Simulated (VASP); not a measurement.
# Ga3Se (P4mm) in VASP: single point with PBE+D3(BJ)

Aim: the single point of Ga3Se with PBE+D3(BJ).

Everything below comes from runs of VASP 6.6.1. Logs are shortened: lines on timing, memory, paths and dates and some standing lists are left out, and cuts for length are marked.

## (1) The cell of the first run

The structure is tetragonal, space group P4mm (No. 99). The conventional cell has a = 4.324 Å, b = 4.324 Å, c = 4.324 Å, α = 90.00°, β = 90.00°, γ = 90.00°. Ga (site symmetry 2mm) has 4 Se at 3.01 to 3.10 Å and 8 Ga at 3.06 Å within 4.0 Å. Ga (site symmetry 4mm) has 8 Ga at 3.06 Å and 4 Se at 3.06 Å within 4.0 Å. Se (site symmetry 4mm) has 12 Ga at 3.01 to 3.10 Å within 4.0 Å.

## (2) Single point, PBE+D3(BJ) (atom 4 (Se) moved -0.067 Å along Cartesian [0 1 0])

Contents of INCAR:

```
PREC = Accurate ; ENCUT = 520
EDIFF = 1E-6 ; ISMEAR = 0
SIGMA = 0.15 ; LREAL = F
LASPH = T ; NELM = 100
ALGO = Normal ; ISIF = 2
LWAVE = F ; LCHARG = T
GGA = PE ; IVDW = 12
LELF = T ; LVHAR = T
NBANDS = 30
```

Contents of KPOINTS:

```
Automatic mesh
0
Gamma
  12 12 12
```

Contents of POSCAR:

```
Ga3Se
1.0
    4.3236103161      0.0000000000      0.0000000000
    0.0000000000      4.3236103161      0.0000000000
    0.0000000000      0.0000000000      4.3236103161
Ga Se
3 1
Direct
    0.0000000000      0.5000000000      0.5000000000
    0.5000000000      0.0000000000      0.5000000000
    0.5000000000      0.5000000000      0.0000000000
    0.0000000000     -0.0154269222      0.0000000000
```

Potentials or basis: VASP PAW PBE potentials, release 64 (Ga_d, Se).

Command:

```bash
$ cat potpaw_PBE.64/Ga_d/POTCAR potpaw_PBE.64/Se/POTCAR > POTCAR
$ mpirun -np 1 vasp_std > vasp.out
```

OUTCAR:

```text
PREC = Accurate
   ENCUT = 520
   EDIFF = 1E-6
   ISMEAR = 0
   LREAL = F
   LASPH = T
   NELM = 100
   ISIF = 2
   GGA = PE
   IVDW = 12
 IVDW          = 12

 ion  position               nearest neighbor table
   1  0.000  0.500  0.500-
   2  0.500  0.000  0.500-
   3  0.500  0.500  0.000-
   4  0.000  0.985  0.000-

  LATTYP: Found a simple cubic cell.
 ALAT       =     4.3236103161

  Lattice vectors:

 A1 = (   4.3236103161,   0.0000000000,   0.0000000000)
 A2 = (   0.0000000000,   4.3236103161,   0.0000000000)
 A3 = (   0.0000000000,   0.0000000000,   4.3236103161)

Analysis of symmetry for initial positions (statically):
=====================================================================
 Subroutine PRICEL returns:
 Original cell was already a primitive cell.

 Routine SETGRP: Setting up the symmetry group for a
 simple cubic supercell.

 Subroutine GETGRP returns: Found  8 space group operations
 (whereof  8 operations were pure point group operations)
 out of a pool of 48 trial point group operations.

The static configuration has the point symmetry C_4v.

Analysis of symmetry for dynamics (positions and initial velocities):
=====================================================================
 Subroutine PRICEL returns:
 Original cell was already a primitive cell.

 Routine SETGRP: Setting up the symmetry group for a
 simple cubic supercell.

 Subroutine GETGRP returns: Found  8 space group operations
 (whereof  8 operations were pure point group operations)
 out of a pool of 48 trial point group operations.

The dynamic configuration has the point symmetry C_4v.

 Subroutine INISYM returns: Found  8 space group operations
 (whereof  8 operations are pure point group operations),
 and found     1 'primitive' translations

----------------------------------------------------------------------------------------

                                     Primitive cell

  volume of cell :      80.8239

  direct lattice vectors                    reciprocal lattice vectors
     4.323610316  0.000000000  0.000000000     0.231288189  0.000000000  0.000000000
     0.000000000  4.323610316  0.000000000     0.000000000  0.231288189  0.000000000
     0.000000000  0.000000000  4.323610316     0.000000000  0.000000000  0.231288189

  length of vectors
     4.323610316  4.323610316  4.323610316     0.231288189  0.231288189  0.231288189

  position of ions in fractional coordinates (direct lattice)
     0.000000000  0.500000000  0.500000000
     0.500000000  0.000000000  0.500000000
     0.500000000  0.500000000  0.000000000
     0.000000000  0.984573078  0.000000000

  ion indices of the primitive-cell ions
   primitive index   ion index
                 1           1
                 2           2
                 3           3
                 4           4

----------------------------------------------------------------------------------------

 KPOINTS: Automatic mesh

Automatic generation of k-mesh.
 Grid dimensions read from file:
 generate k-points for:   12   12   12

 Generating k-lattice:

  Cartesian coordinates                     Fractional coordinates (reciprocal lattice)
     0.019274016  0.000000000  0.000000000     0.083333333  0.000000000  0.000000000
     0.000000000  0.019274016  0.000000000     0.000000000  0.083333333  0.000000000
     0.000000000  0.000000000  0.019274016     0.000000000  0.000000000  0.083333333

  Length of vectors
     0.019274016  0.019274016  0.019274016

  Shift w.r.t. Gamma in fractional coordinates (k-lattice)
     0.000000000  0.000000000  0.000000000

 Subroutine IBZKPT returns following result:
 ===========================================

 Found    196 irreducible k-points:

 Following reciprocal coordinates:
            Coordinates               Weight
  0.000000  0.000000  0.000000      1.000000
  0.083333  0.000000  0.000000      4.000000
  0.000000  0.083333  0.000000      2.000000
  0.166667  0.000000  0.000000      4.000000
  0.000000  0.166667  0.000000      2.000000
  0.250000  0.000000  0.000000      4.000000
[... 16 lines left out ...]
  0.000000  0.333333  0.083333      8.000000
  0.083333  0.000000  0.333333      8.000000
 [... further k-points ...]
   k-points           NKPTS =    196   k-points in BZ     NKDIM =    196   number of bands    NBANDS=     30
   number of dos      NEDOS =    301   number of ions     NIONS =      4
   total plane-waves  NPLWV =  32768
   dimension x,y,z NGX =    32 NGY =   32 NGZ =   32
   dimension x,y,z NGXF=    64 NGYF=   64 NGZF=   64
   ions per type =               3   1
   NGX,Y,Z   is equivalent  to a cutoff of  12.30, 12.30, 12.30 a.u.
   NGXF,Y,Z  is equivalent  to a cutoff of  24.61, 24.61, 24.61 a.u.
 SYSTEM =  unknown system
   PREC   = accura    normal or accurate (medium, high low for compatibility)
   ISTART =      0    job   : 0-new  1-cont  2-samecut
   ICHARG =      2    charge: 1-file 2-atom 10-const
   ISPIN  =      1    spin polarized calculation?
   LNONCOLLINEAR =      F non collinear calculations
   LSORBIT =      F    spin-orbit coupling
   LASPH  =      T    aspherical Exc in radial PAW
   ENCUT  =  520.0 eV  38.22 Ry    6.18 a.u.   8.04  8.04  8.04*2*pi/ulx,y,z
   NELM   =    100;   NELMIN=  2; NELMDL= -5     # of ELM steps
   EDIFF  = 0.1E-05   stopping-criterion for ELM
   LREAL  =      F    real-space projection
   EDIFFG = 0.1E-04   stopping-criterion for IOM
   NSW    =      0    number of steps for IOM
   IBRION =     -1    ionic relax: 0-MD 1-quasi-New 2-CG
   NFREE  =      0    steps in history (QN), initial steepest desc. (CG)
   ISIF   =      2    stress and relaxation
   ISYM   =      2    0-nonsym 1-usesym 2-fastsym
   POTIM  = 0.5000    time-step for ionic-motion
   TEBEG  =    0.0;   TEEND  =   0.0 temperature during run
   PSTRESS=    0.0 pullay stress
   NELECT =      45.0000    total number of electrons
   NUPDOWN=      -1.0000    fix difference up-down
   EMIN   =  10.00;   EMAX   =-10.00  energy-range for DOS
   EFERMI =   0.00;   METHOD = LEGACY
   ISMEAR =     0;   SIGMA  =   0.15  broadening in eV -4-tet -1-fermi 0-gaus
   EFERMI_NEDOS =   21; number of points for ismear=-14 and -15
   IALGO  =     38    algorithm
   IMIX   =      4    mixing-type and parameters
     AMIX     =   0.40;   BMIX     =  1.00
     AMIX_MAG =   1.60;   BMIX_MAG =  1.00
  volume/ion in A,a.u.               =      20.21       136.36
  Fermi-wavevector in a.u.,A,eV,Ry     =   1.346788  2.545060 24.678750  1.813837
  Thomas-Fermi vector in A             =   2.474591
   LORBIT       =      0    0 simple, 1 ext, 2 COOP (PROOUT), +10 PAW based schemes
   GGA     = PE    functional components
   LHFCALC =     F    Hartree Fock is set to
   AEXX    =    0.0000 exact exchange contribution
   IVDW    =    12    specifies the selected vdW correction
   LEPSILON=     F    determine dielectric tensor
   LRPA    =     F    only Hartree local field effects (RPA)
 non-spin polarized calculation
 Gauss-broadening in eV      SIGMA  =   0.15
  energy-cutoff  :      520.00
  volume of cell :       80.82
 maximum number of plane-waves:      2224
   NGX = 17   NGY = 17   NGZ = 17

 number of electron      45.0000068 magnetization

 Free energy of the ion-electron system (eV)
  ---------------------------------------------------
  ext. energy  EPLUGINS =         0.00000000
  ---------------------------------------------------
  free energy    TOTEN  =       -12.38857085 eV

  energy without entropy =      -12.37101693  energy(sigma->0) =      -12.37979389

 E-fermi :   5.3138     XC(G=0): -10.6264

 val. band max:        5.3089452817   @ k =   0.4167   0.2500   0.2500
 cond. band min:       5.3181148012   @ k =   0.0833   0.4167   0.3333
 fundamental gap:      0.0091695195
 Fermi energy:         5.3137829728

 k-point     1 :       0.0000    0.0000    0.0000
  band No.  band energies     occupation
      1      -9.7930      2.00000
      2      -9.7435      2.00000
      3      -9.7427      2.00000
      4      -9.7427      2.00000
      5      -9.6842      2.00000
      6      -9.6830      2.00000
[... 22 lines left out ...]
     29      11.5326      0.00000
     30      12.5733      0.00000

 k-point     2 :       0.0833    0.0000    0.0000
  band No.  band energies     occupation
      1      -9.7867      2.00000
      2      -9.7417      2.00000
      3      -9.7394      2.00000
      4      -9.7386      2.00000
      5      -9.6828      2.00000
      6      -9.6806      2.00000
[... 22 lines left out ...]
     29      11.7872      0.00000
     30      12.6134      0.00000

 k-point     3 :       0.0000    0.0833    0.0000
  band No.  band energies     occupation
      1      -9.7867      2.00000
      2      -9.7425      2.00000
      3      -9.7386      2.00000
      4      -9.7386      2.00000
      5      -9.6835      2.00000
      6      -9.6798      2.00000
[... 22 lines left out ...]
     29      11.7871      0.00000
     30      12.6157      0.00000

 k-point     4 :       0.1667    0.0000    0.0000
  band No.  band energies     occupation
      1      -9.7688      2.00000
      2      -9.7387      2.00000
      3      -9.7274      2.00000
      4      -9.7266      2.00000
      5      -9.6808      2.00000
      6      -9.6717      2.00000
[... 22 lines left out ...]
     29      12.3220      0.00000
     30      12.7506      0.00000

 k-point     5 :       0.0000    0.1667    0.0000
  band No.  band energies     occupation
      1      -9.7688      2.00000
      2      -9.7396      2.00000
      3      -9.7267      2.00000
      4      -9.7267      2.00000
      5      -9.6816      2.00000
      6      -9.6708      2.00000
[... 22 lines left out ...]
     29      12.3233      0.00000
     30      12.7538      0.00000
[... 526 lines left out ...]
     29      12.3834      0.00000
     30      12.8898      0.00000

 k-point    22 :       0.3333    0.0833    0.0000
  band No.  band energies     occupation
      1      -9.7266      2.00000
      2      -9.7109      2.00000
      3      -9.6823      2.00000
      4      -9.6813      2.00000
      5      -9.6713      2.00000
      6      -9.6397      2.00000
[... 22 lines left out ...]
     29      11.6303      0.00000
     30      12.2178      0.00000

 k-point    23 :       0.0000    0.3333    0.0833
  band No.  band energies     occupation
      1      -9.7276      2.00000
      2      -9.7113      2.00000
      3      -9.6819      2.00000
      4      -9.6813      2.00000
      5      -9.6718      2.00000
      6      -9.6386      2.00000
[... 22 lines left out ...]
     29      11.6321      0.00000
     30      12.2199      0.00000

 k-point    24 :       0.0833    0.0000    0.3333
  band No.  band energies     occupation
      1      -9.7266      2.00000
      2      -9.7108      2.00000
      3      -9.6827      2.00000
      4      -9.6810      2.00000
      5      -9.6711      2.00000
      6      -9.6397      2.00000
[... 22 lines left out ...]
     29      11.6304      0.00000
     30      12.2169      0.00000

 [... further k-points ...]

------------------------ aborting loop because EDIFF is reached ----------------------------------------

 Edisp (eV)   -1.26452

 E8    (eV) :    -0.5687

  FORCE on cell =-STRESS in cart. coord.  units (eV):
  Direction    XX          YY          ZZ          XY          YZ          ZX
  --------------------------------------------------------------------------------------
  -------------------------------------------------------------------------------------
  Total       0.09945     0.07479     0.09945    -0.00000     0.00000    -0.00000
  in kB       1.97137     1.48262     1.97137    -0.00000     0.00000    -0.00000
  external pressure =        1.81 kB  Pullay stress =        0.00 kB

 VOLUME and BASIS-vectors are now :
 -----------------------------------------------------------------------------
  energy-cutoff  :      520.00
  volume of cell :       80.82
      direct lattice vectors                 reciprocal lattice vectors
     4.323610316  0.000000000  0.000000000     0.231288189  0.000000000  0.000000000
     0.000000000  4.323610316  0.000000000     0.000000000  0.231288189  0.000000000
     0.000000000  0.000000000  4.323610316     0.000000000  0.000000000  0.231288189

 POSITION                                       TOTAL-FORCE (eV/Angst)
 -----------------------------------------------------------------------------------
      0.00000      2.16181      2.16181        -0.000000     -0.057958      0.000000
      2.16181      0.00000      2.16181        -0.000000      0.067067      0.000000
      2.16181      2.16181      0.00000        -0.000000     -0.057958      0.000000
      0.00000      4.25691      0.00000         0.000000      0.048850     -0.000000
 -----------------------------------------------------------------------------------
    total drift:                                0.000000      0.000850     -0.000000

  FREE ENERGIE OF THE ION-ELECTRON SYSTEM (eV)
  ---------------------------------------------------
  free  energy   TOTEN  =       -13.6530955599 eV

  energy  without entropy=      -13.6355416366  energy(sigma->0) =      -13.64431860
```

It took 100 s on 1 thread of Intel Xeon 6975P-C (Granite Rapids), shared host; peak memory 0.48 GiB.

Results:

```yaml
Free_energy: -13.6531 eV
Pressure: 0.2 GPa
Largest_force: 0.067 eV/Å
Dispersion_energy_per_atom: -0.316 eV
```

Forces in eV/Å, atoms in the order of the input:
```
Ga   0.000 -0.058  0.000
Ga   0.000  0.067  0.000
Ga   0.000 -0.058  0.000
Se   0.000  0.049  0.000
```

Levels at points of the mesh, in eV from the Fermi level:
```
           k point  band 18  band 19  band 20  band 21  band 22  band 23  band 24  band 25  band 26  band 27
(0.00, 0.00, 0.00)    -4.08    -4.07    -4.07    -2.73    -2.72     1.70     1.70     1.70     4.59     4.59
(0.50, 0.00, 0.00)    -5.29    -3.06    -3.05    -1.91    -1.15    -0.39    -0.36     1.03     4.37     4.42
(0.00, 0.50, 0.00)    -5.29    -3.06    -3.06    -1.91    -1.12    -0.38    -0.38     1.04     4.37     4.41
(0.50, 0.50, 0.00)    -7.18    -6.66    -2.37    -0.88    -0.58    -0.57     1.56     1.61     1.62     1.91
(0.50, 0.00, 0.50)    -7.19    -6.67    -2.38    -0.83    -0.58    -0.58     1.55     1.62     1.62     1.90
(0.50, 0.50, 0.50)    -5.39    -5.31    -5.15    -5.07    -5.07    -3.79     4.30     4.30     4.31     9.12
```

Caveat: the cell differs from its parent crystal (atom 4 (Se) moved -0.067 Å along Cartesian [0 1 0]); pairwise dispersion overbinds metals, which lowers pressure and volume.
